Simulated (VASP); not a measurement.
# Ga2As3 (P3m1) in VASP: further runs

The runs below take Ga2As3 through single point, with r2SCAN, PBE.

All numbers are computed with VASP 6.6.1; they aren't measurements. Logs are shortened: lines on timing, memory, paths and dates and some standing lists are left out, and cuts for length are marked.

## 1. The cell of the first run

Symmetry: P3m1, No. 156, trigonal system. Conventional cell: a = 4.031 Å, b = 4.031 Å, c = 16.613 Å, α = 90.00°, β = 90.00°, γ = 120.00°. Within 3.3 Å of Ga (site symmetry 3m) lie 4 As at 2.47 to 2.50 Å. Ga (site symmetry 3m) has 4 As at 2.47 to 2.50 Å within 3.3 Å. Within 3.3 Å of Ga (site symmetry 3m) lie 4 As at 2.50 to 2.51 Å. Ga (site symmetry 3m) has 4 As at 2.47 to 2.50 Å within 3.3 Å. As (site symmetry 3m) has 4 Ga at 2.47 to 2.50 Å within 3.3 Å. As (site symmetry 3m) has 4 Ga at 2.47 to 2.50 Å within 3.3 Å. As (site symmetry 3m) has 1 Ga at 2.50 Å and 3 As at 2.60 Å within 3.3 Å. Within 3.3 Å of As (site symmetry 3m) lie 3 Ga at 2.51 Å and 3 As at 3.08 Å.

## 2. Single point, r2SCAN

POSCAR reads:

```
Ga2As3
1.0
    4.0307631145      0.0000000000      0.0000000000
   -2.0153815573      3.4907432538      0.0000000000
    0.0000000000      0.0000000000     16.6125963095
Ga As
4 6
Direct
    0.0000000000      0.0000000000      0.4478024631
    0.3333333333      0.6666666667      0.6482874215
    0.3333333333      0.6666666667      0.0468764066
    0.6666666667      0.3333333333      0.2471113446
    0.6666666667      0.3333333333      0.3976421411
    0.0000000000      0.0000000000      0.5984037699
    0.3333333333      0.6666666667      0.7990362080
    0.0000000000      0.0000000000      0.9901916761
    0.3333333333      0.6666666667      0.1970880552
    0.6666666667      0.3333333333      0.8685605140
```

INCAR.step1 reads:

```
PREC = Accurate
ENCUT = 520
ISMEAR = 0
SIGMA = 0.02
LREAL = F
LASPH = T
NELM = 100
NBANDS = 52
GGA = PE
ALGO = Normal
EDIFF = 1E-4
LWAVE = T
LCHARG = F
```

INCAR.step2 reads:

```
PREC = Accurate
ENCUT = 520
EDIFF = 1E-7
ISMEAR = 0
SIGMA = 0.02
LREAL = F
LASPH = T
NELM = 100
ALGO = Normal
ISIF = 2
LWAVE = F
LCHARG = F
METAGGA = R2SCAN
LMIXTAU = T
NBANDS = 52
ISTART = 1
```

KPOINTS reads:

```
Automatic mesh
0
Gamma
  12 12 2
```

Potentials or basis: VASP PAW PBE potentials, release 64 (Ga_d, As).

Launch:

```console
$ cat potpaw_PBE.64/Ga_d/POTCAR potpaw_PBE.64/As/POTCAR > POTCAR
$ cp INCAR.step1 INCAR
$ mpirun -np 1 vasp_std > vasp.out
$ cp INCAR.step2 INCAR
$ mpirun -np 1 vasp_std > vasp.out
```

OUTCAR:

```text
PREC = Accurate
   ENCUT = 520
   EDIFF = 1E-7
   ISMEAR = 0
   LREAL = F
   LASPH = T
   NELM = 100
   ISIF = 2
   METAGGA = R2SCAN
   ISTART = 1

 ion  position               nearest neighbor table
   1  0.000  0.000  0.448-   5 2.47   5 2.47   5 2.47   6 2.50
   2  0.333  0.667  0.648-   6 2.47   6 2.47   6 2.47   7 2.50
   3  0.333  0.667  0.047-   9 2.50   8 2.51   8 2.51   8 2.51
   4  0.667  0.333  0.247-   9 2.47   9 2.47   9 2.47   5 2.50
   5  0.667  0.333  0.398-   1 2.47   1 2.47   1 2.47   4 2.50
   6  0.000  0.000  0.598-   2 2.47   2 2.47   2 2.47   1 2.50
   7  0.333  0.667  0.799-   2 2.50  10 2.60  10 2.60  10 2.60
   8  0.000  0.000  0.990-   3 2.51   3 2.51   3 2.51
   9  0.333  0.667  0.197-   4 2.47   4 2.47   4 2.47   3 2.50
  10  0.667  0.333  0.869-   7 2.60   7 2.60   7 2.60

  LATTYP: Found a hexagonal cell.
 ALAT       =     4.0307631145
 C/A-ratio  =     4.1214519032

  Lattice vectors:

 A1 = (   4.0307631145,   0.0000000000,   0.0000000000)
 A2 = (  -2.0153815573,   3.4907432538,   0.0000000000)
 A3 = (   0.0000000000,   0.0000000000,  16.6125963095)

Analysis of symmetry for initial positions (statically):
=====================================================================
 Subroutine PRICEL returns:
 Original cell was already a primitive cell.

 Routine SETGRP: Setting up the symmetry group for a
 hexagonal supercell.

 Subroutine GETGRP returns: Found  6 space group operations
 (whereof  6 operations were pure point group operations)
 out of a pool of 24 trial point group operations.

The static configuration has the point symmetry C_3v.

Analysis of symmetry for dynamics (positions and initial velocities):
=====================================================================
 Subroutine PRICEL returns:
 Original cell was already a primitive cell.

 Routine SETGRP: Setting up the symmetry group for a
 hexagonal supercell.

 Subroutine GETGRP returns: Found  6 space group operations
 (whereof  6 operations were pure point group operations)
 out of a pool of 24 trial point group operations.

The dynamic configuration has the point symmetry C_3v.

 Subroutine INISYM returns: Found  6 space group operations
 (whereof  6 operations are pure point group operations),
 and found     1 'primitive' translations

----------------------------------------------------------------------------------------

                                     Primitive cell

  volume of cell :     233.7452

  direct lattice vectors                    reciprocal lattice vectors
     4.030763115  0.000000000  0.000000000     0.248091980  0.143235971  0.000000000
    -2.015381557  3.490743254  0.000000000     0.000000000  0.286471942  0.000000000
     0.000000000  0.000000000 16.612596309     0.000000000  0.000000000  0.060195287

  length of vectors
     4.030763115  4.030763115 16.612596309     0.286471942  0.286471942  0.060195287

  position of ions in fractional coordinates (direct lattice)
     0.000000000  0.000000000  0.447802463
     0.333333333  0.666666667  0.648287422
     0.333333333  0.666666667  0.046876407
     0.666666667  0.333333333  0.247111345
     0.666666667  0.333333333  0.397642141
     0.000000000  0.000000000  0.598403770
     0.333333333  0.666666667  0.799036208
     0.000000000  0.000000000  0.990191676
     0.333333333  0.666666667  0.197088055
     0.666666667  0.333333333  0.868560514

  ion indices of the primitive-cell ions
   primitive index   ion index
                 1           1
                 2           2
                 3           3
                 4           4
                 5           5
                 6           6
                 7           7
                 8           8
                 9           9
                10          10

----------------------------------------------------------------------------------------

 KPOINTS: Automatic mesh

Automatic generation of k-mesh.
 Grid dimensions read from file:
 generate k-points for:   12   12    2

 Generating k-lattice:

  Cartesian coordinates                     Fractional coordinates (reciprocal lattice)
     0.020674332  0.011936331  0.000000000     0.083333333  0.000000000  0.000000000
     0.000000000  0.023872662  0.000000000     0.000000000  0.083333333  0.000000000
     0.000000000  0.000000000  0.030097643     0.000000000  0.000000000  0.500000000

  Length of vectors
     0.023872662  0.023872662  0.030097643

  Shift w.r.t. Gamma in fractional coordinates (k-lattice)
     0.000000000  0.000000000  0.000000000

 Subroutine IBZKPT returns following result:
 ===========================================

 Found     38 irreducible k-points:

 Following reciprocal coordinates:
            Coordinates               Weight
  0.000000  0.000000  0.000000      1.000000
  0.083333  0.000000  0.000000      6.000000
  0.166667  0.000000  0.000000      6.000000
  0.250000  0.000000  0.000000      6.000000
  0.333333  0.000000  0.000000      6.000000
  0.416667  0.000000  0.000000      6.000000
[... 16 lines left out ...]
  0.250000  0.000000  0.500000      6.000000
  0.333333  0.000000  0.500000      6.000000
 [... further k-points ...]
   k-points           NKPTS =     38   k-points in BZ     NKDIM =     38   number of bands    NBANDS=     52
   number of dos      NEDOS =    301   number of ions     NIONS =     10
   total plane-waves  NPLWV = 113400
   dimension x,y,z NGX =    30 NGY =   30 NGZ =  126
   dimension x,y,z NGXF=    60 NGYF=   60 NGZF=  252
   ions per type =               4   6
   NGX,Y,Z   is equivalent  to a cutoff of  12.37, 12.37, 12.61 a.u.
   NGXF,Y,Z  is equivalent  to a cutoff of  24.75, 24.75, 25.22 a.u.
 SYSTEM =  unknown system
   PREC   = accura    normal or accurate (medium, high low for compatibility)
   ISTART =      1    job   : 0-new  1-cont  2-samecut
   ICHARG =      0    charge: 1-file 2-atom 10-const
   ISPIN  =      1    spin polarized calculation?
   LNONCOLLINEAR =      F non collinear calculations
   LSORBIT =      F    spin-orbit coupling
   LASPH  =      T    aspherical Exc in radial PAW
   ENCUT  =  520.0 eV  38.22 Ry    6.18 a.u.   7.49  7.49 30.89*2*pi/ulx,y,z
   NELM   =    100;   NELMIN=  2; NELMDL=  0     # of ELM steps
   EDIFF  = 0.1E-06   stopping-criterion for ELM
   LREAL  =      F    real-space projection
   EDIFFG = 0.1E-05   stopping-criterion for IOM
   NSW    =      0    number of steps for IOM
   IBRION =     -1    ionic relax: 0-MD 1-quasi-New 2-CG
   NFREE  =      0    steps in history (QN), initial steepest desc. (CG)
   ISIF   =      2    stress and relaxation
   ISYM   =      2    0-nonsym 1-usesym 2-fastsym
   POTIM  = 0.5000    time-step for ionic-motion
   TEBEG  =    0.0;   TEEND  =   0.0 temperature during run
   PSTRESS=    0.0 pullay stress
   NELECT =      82.0000    total number of electrons
   NUPDOWN=      -1.0000    fix difference up-down
   EMIN   =  10.00;   EMAX   =-10.00  energy-range for DOS
   EFERMI =   0.00;   METHOD = LEGACY
   ISMEAR =     0;   SIGMA  =   0.02  broadening in eV -4-tet -1-fermi 0-gaus
   EFERMI_NEDOS =   21; number of points for ismear=-14 and -15
   IALGO  =     38    algorithm
   IMIX   =      4    mixing-type and parameters
     AMIX     =   0.40;   BMIX     =  1.00
     AMIX_MAG =   1.60;   BMIX_MAG =  1.00
  volume/ion in A,a.u.               =      23.37       157.74
  Fermi-wavevector in a.u.,A,eV,Ry     =   1.154601  2.181879 18.137970  1.333103
  Thomas-Fermi vector in A             =   2.291236
   LORBIT       =      0    0 simple, 1 ext, 2 COOP (PROOUT), +10 PAW based schemes
   METAGGA = R2SCAN    functional components
   LHFCALC =     F    Hartree Fock is set to
   AEXX    =    0.0000 exact exchange contribution
   IVDW    =     0    specifies the selected vdW correction
   LEPSILON=     F    determine dielectric tensor
   LRPA    =     F    only Hartree local field effects (RPA)
 non-spin polarized calculation
 Gauss-broadening in eV      SIGMA  =   0.02
  energy-cutoff  :      520.00
  volume of cell :      233.75
 maximum number of plane-waves:      6342
 NGX is ok and might be reduce to    30
   NGX = 15   NGY = 15   NGZ = 61

 number of electron      81.9999947 magnetization

 Free energy of the ion-electron system (eV)
  ---------------------------------------------------
  ext. energy  EPLUGINS =         0.00000000
  ---------------------------------------------------
  free energy    TOTEN  =      -136.88273375 eV

  energy without entropy =     -136.88273375  energy(sigma->0) =     -136.88273375

 E-fermi :   3.6928     XC(G=0): -10.0935

 val. band max:        3.6062852283   @ k =   0.0833   0.0833   0.5000
 cond. band min:       3.9809767564   @ k =   0.0000   0.0000   0.0000
 fundamental gap:      0.3746915281
 Fermi energy:         3.6927965599

 k-point     1 :       0.0000    0.0000    0.0000
  band No.  band energies     occupation
      1     -11.9984      2.00000
      2     -11.9317      2.00000
      3     -11.9316      2.00000
      4     -11.8660      2.00000
      5     -11.8660      2.00000
      6     -11.8296      2.00000
[... 44 lines left out ...]
     51       7.6888      0.00000
     52       8.2202      0.00000

 k-point     2 :       0.0833    0.0000    0.0000
  band No.  band energies     occupation
      1     -11.9978      2.00000
      2     -11.9350      2.00000
      3     -11.9300      2.00000
      4     -11.8669      2.00000
      5     -11.8657      2.00000
      6     -11.8295      2.00000
[... 44 lines left out ...]
     51       7.9046      0.00000
     52       8.0284      0.00000
[... 1153 lines left out ...]
     51       8.6567      0.00000
     52       8.6641      0.00000

 k-point    24 :       0.3333    0.0000    0.5000
  band No.  band energies     occupation
      1     -12.0114      2.00000
      2     -11.9451      2.00000
      3     -11.9158      2.00000
      4     -11.8749      2.00000
      5     -11.8592      2.00000
      6     -11.8511      2.00000
[... 44 lines left out ...]
     51       8.7461      0.00000
     52       8.9633      0.00000

 [... further k-points ...]

------------------------ aborting loop because EDIFF is reached ----------------------------------------

  FORCE on cell =-STRESS in cart. coord.  units (eV):
  Direction    XX          YY          ZZ          XY          YZ          ZX
  --------------------------------------------------------------------------------------
  -------------------------------------------------------------------------------------
  Total       -3.7220740     -3.7220740     -3.2987141      0.0000000      0.0000000     -0.0000000
  in kB      -25.5124929    -25.5124929    -22.6106246      0.0000000      0.0000000     -0.0000000
  external PRESSURE =     -24.5452034 kB  Pullay stress =       0.0000000 kB

 VOLUME and BASIS-vectors are now :
 -----------------------------------------------------------------------------
  energy-cutoff  :      520.00
  volume of cell :      233.75
      direct lattice vectors                 reciprocal lattice vectors
     4.030763115  0.000000000  0.000000000     0.248091980  0.143235971  0.000000000
    -2.015381557  3.490743254  0.000000000     0.000000000  0.286471942  0.000000000
     0.000000000  0.000000000 16.612596309     0.000000000  0.000000000  0.060195287

 POSITION                                       TOTAL-FORCE (eV/Angst)
 -----------------------------------------------------------------------------------
      0.00000      0.00000      7.43916         0.000000      0.000000     -0.034158
     -0.00000      2.32716     10.76974        -0.000000      0.000000     -0.014391
     -0.00000      2.32716      0.77874         0.000000     -0.000000     -0.026174
      2.01538      1.16358      4.10516        -0.000000      0.000000     -0.015056
      2.01538      1.16358      6.60587        -0.000000     -0.000000      0.026981
      0.00000      0.00000      9.94104         0.000000     -0.000000      0.019861
     -0.00000      2.32716     13.27407         0.000000     -0.000000     -0.064858
      0.00000      0.00000     16.44965         0.000000      0.000000      0.224207
     -0.00000      2.32716      3.27414         0.000000      0.000000      0.023442
      2.01538      1.16358     14.42905         0.000000      0.000000     -0.139853
 -----------------------------------------------------------------------------------
    total drift:                               -0.000030      0.000020      0.000979

  FREE ENERGIE OF THE ION-ELECTRON SYSTEM (eV)
  ---------------------------------------------------
  free  energy   TOTEN  =      -136.8827337542 eV

  energy  without entropy=     -136.8827337542  energy(sigma->0) =     -136.88273375
```

Run time: 18 min. Hardware: 1 thread of Intel Xeon 6975P-C (Granite Rapids), shared host; peak memory 0.58 GiB.

What came out:

* Free energy: -136.8827 eV
* Pressure: -2.5 GPa
* Largest force: 0.224 eV/Å
* Band gap on the k mesh: 0.37 eV (least direct gap 0.59 eV)

Forces in eV/Å, atoms in the order of the input:
```
Ga   0.000  0.000 -0.034
Ga   0.000  0.000 -0.014
Ga   0.000  0.000 -0.026
Ga   0.000  0.000 -0.015
As   0.000  0.000  0.027
As   0.000  0.000  0.020
As   0.000  0.000 -0.065
As   0.000  0.000  0.224
As   0.000  0.000  0.023
As   0.000  0.000 -0.140
```

Levels at points of the mesh, in eV from the valence-band top:
| k point | band 37 | band 38 | band 39 | band 40 | band 41 | band 42 | band 43 | band 44 | band 45 | band 46 |
| --- | --- | --- | --- | --- | --- | --- | --- | --- | --- | --- |
| (0.00, 0.00, 0.00) | -0.55 | -0.47 | -0.47 | -0.22 | -0.22 | 0.37 | 1.22 | 1.51 | 1.60 | 1.71 |
| (0.50, 0.00, 0.00) | -2.28 | -1.93 | -1.66 | -1.54 | -1.30 | 1.07 | 1.61 | 1.83 | 2.09 | 2.30 |
| (0.00, 0.00, 0.50) | -0.62 | -0.55 | -0.55 | -0.16 | -0.16 | 0.59 | 1.20 | 1.44 | 1.61 | 1.70 |
| (0.50, 0.00, 0.50) | -2.17 | -2.11 | -1.81 | -1.22 | -1.05 | 0.70 | 1.42 | 1.81 | 2.10 | 2.26 |

Caveat: the PAW data sets were made with another functional, which shifts forces and pressure a little. A k mesh can miss the band edges.

## 3. Single point, PBE

INCAR reads:

```
ALGO = Normal
EDIFF = 1E-7
ENCUT = 520
GGA = PE
ISIF = 2
ISMEAR = 0
LASPH = T
LCHARG = F
LREAL = F
LWAVE = F
NBANDS = 52
NELM = 100
PREC = Accurate
SIGMA = 0.02
```

KPOINTS reads:

```
k-points
0
Gamma
  12 12 2
```

POSCAR is that of step 2.

Potentials or basis: VASP PAW PBE potentials, release 64 (Ga_d, As).

Launch:

```console
$ cat potpaw_PBE.64/Ga_d/POTCAR potpaw_PBE.64/As/POTCAR > POTCAR
$ mpirun -np 1 vasp_std > vasp.out
```

OUTCAR:

```text
EDIFF = 1E-7
   ENCUT = 520
   GGA = PE
   ISIF = 2
   ISMEAR = 0
   LASPH = T
   LREAL = F
   NELM = 100
   PREC = Accurate

 ion  position               nearest neighbor table
   1  0.000  0.000  0.448-   5 2.47   5 2.47   5 2.47   6 2.50
   2  0.333  0.667  0.648-   6 2.47   6 2.47   6 2.47   7 2.50
   3  0.333  0.667  0.047-   9 2.50   8 2.51   8 2.51   8 2.51
   4  0.667  0.333  0.247-   9 2.47   9 2.47   9 2.47   5 2.50
   5  0.667  0.333  0.398-   1 2.47   1 2.47   1 2.47   4 2.50
   6  0.000  0.000  0.598-   2 2.47   2 2.47   2 2.47   1 2.50
   7  0.333  0.667  0.799-   2 2.50  10 2.60  10 2.60  10 2.60
   8  0.000  0.000  0.990-   3 2.51   3 2.51   3 2.51
   9  0.333  0.667  0.197-   4 2.47   4 2.47   4 2.47   3 2.50
  10  0.667  0.333  0.869-   7 2.60   7 2.60   7 2.60

  LATTYP: Found a hexagonal cell.
 ALAT       =     4.0307631145
 C/A-ratio  =     4.1214519032

  Lattice vectors:

 A1 = (   4.0307631145,   0.0000000000,   0.0000000000)
 A2 = (  -2.0153815573,   3.4907432538,   0.0000000000)
[... 202 lines left out ...]
      1     -11.2777      2.00000
      2     -11.2187      2.00000
      3     -11.2187      2.00000
      4     -11.1622      2.00000
      5     -11.1622      2.00000
      6     -11.1350      2.00000
[... 1309 lines left out ...]
     51       8.6101      0.00000
     52       8.8470      0.00000

 [... further k-points ...]

------------------------ aborting loop because EDIFF is reached ----------------------------------------

  FORCE on cell =-STRESS in cart. coord.  units (eV):
  Direction    XX          YY          ZZ          XY          YZ          ZX
  --------------------------------------------------------------------------------------
  -------------------------------------------------------------------------------------
  Total        0.2575930      0.2575930      0.2133781     -0.0000000      0.0000000      0.0000000
  in kB        1.7656389      1.7656389      1.4625736     -0.0000000      0.0000000      0.0000000
  external PRESSURE =       1.6646171 kB  Pullay stress =       0.0000000 kB

 VOLUME and BASIS-vectors are now :
 -----------------------------------------------------------------------------
  energy-cutoff  :      520.00
  volume of cell :      233.75
      direct lattice vectors                 reciprocal lattice vectors
     4.030763115  0.000000000  0.000000000     0.248091980  0.143235971  0.000000000
    -2.015381557  3.490743254  0.000000000     0.000000000  0.286471942  0.000000000
     0.000000000  0.000000000 16.612596309     0.000000000  0.000000000  0.060195287

 POSITION                                       TOTAL-FORCE (eV/Angst)
 -----------------------------------------------------------------------------------
      0.00000      0.00000      7.43916         0.000000     -0.000000      0.001503
     -0.00000      2.32716     10.76974         0.000000     -0.000000      0.004586
     -0.00000      2.32716      0.77874        -0.000000      0.000000      0.001238
      2.01538      1.16358      4.10516        -0.000000      0.000000      0.003699
      2.01538      1.16358      6.60587        -0.000000     -0.000000     -0.002128
      0.00000      0.00000      9.94104        -0.000000      0.000000     -0.002499
     -0.00000      2.32716     13.27407        -0.000000      0.000000     -0.012278
      0.00000      0.00000     16.44965        -0.000000      0.000000     -0.015378
     -0.00000      2.32716      3.27414        -0.000000      0.000000     -0.002007
      2.01538      1.16358     14.42905        -0.000000      0.000000      0.023267
 -----------------------------------------------------------------------------------
    total drift:                               -0.000007      0.000002     -0.002427

  FREE ENERGIE OF THE ION-ELECTRON SYSTEM (eV)
  ---------------------------------------------------
  free  energy   TOTEN  =       -41.8816678161 eV

  energy  without entropy=      -41.8816678161  energy(sigma->0) =      -41.88166782
```

Wall time 8.3 min (1 thread of AMD EPYC 7R43 (Zen 3), shared host); peak memory 0.5 GiB.

What came out:

| Property | Result |
| --- | --- |
| Free energy | -41.8817 eV |
| Pressure | 0.2 GPa |
| Largest force | 0.023 eV/Å |
| Band gap on the k mesh | 0.20 eV (least direct gap 0.37 eV) |

Forces in eV/Å, atoms in the order of the input:
```
Ga   0.000  0.000  0.002
Ga   0.000  0.000  0.005
Ga   0.000  0.000  0.001
Ga   0.000  0.000  0.004
As   0.000  0.000 -0.002
As   0.000  0.000 -0.002
As   0.000  0.000 -0.012
As   0.000  0.000 -0.015
As   0.000  0.000 -0.002
As   0.000  0.000  0.023
```

A k mesh can miss the band edges.

[end of part 1 of 2]
